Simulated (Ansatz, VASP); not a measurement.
# One calculation of As, two programs

INCAR

```
SYSTEM = As
PREC = Accurate
ENCUT = 600
EDIFF = 1E-6
ISMEAR = -1
SIGMA = 0.05
LREAL = .False.
LASPH = .True.
NELM = 80
ALGO = Normal
ISIF = 3
LWAVE = .False.
LCHARG = .False.
GGA = PE
IBRION = 2
NSW = 45
EDIFFG = -0.005
```

File KPOINTS:

```
regular mesh
0
Gamma
  12 12 12
  0 0 0
```

The input POSCAR:

```
As
1.0
    0.0000000000      3.0533432489      3.0533432489
    3.0533432489      0.0000000000      3.0533432489
    3.0533432489      3.0533432489      0.0000000000
As
2
Direct
   -0.1250000000     -0.1250000000     -0.1250000000
    0.1250000000      0.1250000000      0.1250000000
```

Input for Ansatz:

```yaml
crystal:
  lattice:
    - [0.0, 3.0533432489, 3.0533432489]
    - [3.0533432489, 0.0, 3.0533432489]
    - [3.0533432489, 3.0533432489, 0.0]
  atoms:
    - { symbol: As, position: [-0.125, -0.125, -0.125] }
    - { symbol: As, position: [0.125, 0.125, 0.125] }
kpoints:
  mp_grid: { grid: [12, 12, 12] }
scf:
  occupations: { method: fermi_dirac, width: 0.05 }
hamiltonian:
  xc: pbe
  pseudopotentials: { kind: all_electron, lapw: { basis_error: 0.0005 } }
output:
  forces: true
  stress: true
  eigenvalues: true
  populations: true
relax:
  f_tol: 0.005
  max_steps: 25
  cell: {}
```

Alike in both runs: task relaxation of cell and atoms; functional PBE; k mesh 12 × 12 × 12; occupations fermi-dirac, width 0.05 eV; no spin polarisation.

```csv
,VASP,Ansatz
version,VASP 6.6.1,Ansatz 0.2.0
potentials or method,"VASP PAW PBE potentials, release 64 (As), cutoff 600 eV","all-electron LAPW, scalar-relativistic"
```

```tsv
	VASP	Ansatz	Ansatz less VASP
relaxed volume (Å³/atom)	28.55	28.47	-0.085
relaxed cell length with the largest relative difference (Å)	4.322	4.318	-0.0043
```

Ansatz ran all-electron here, and VASP with PAW potentials.
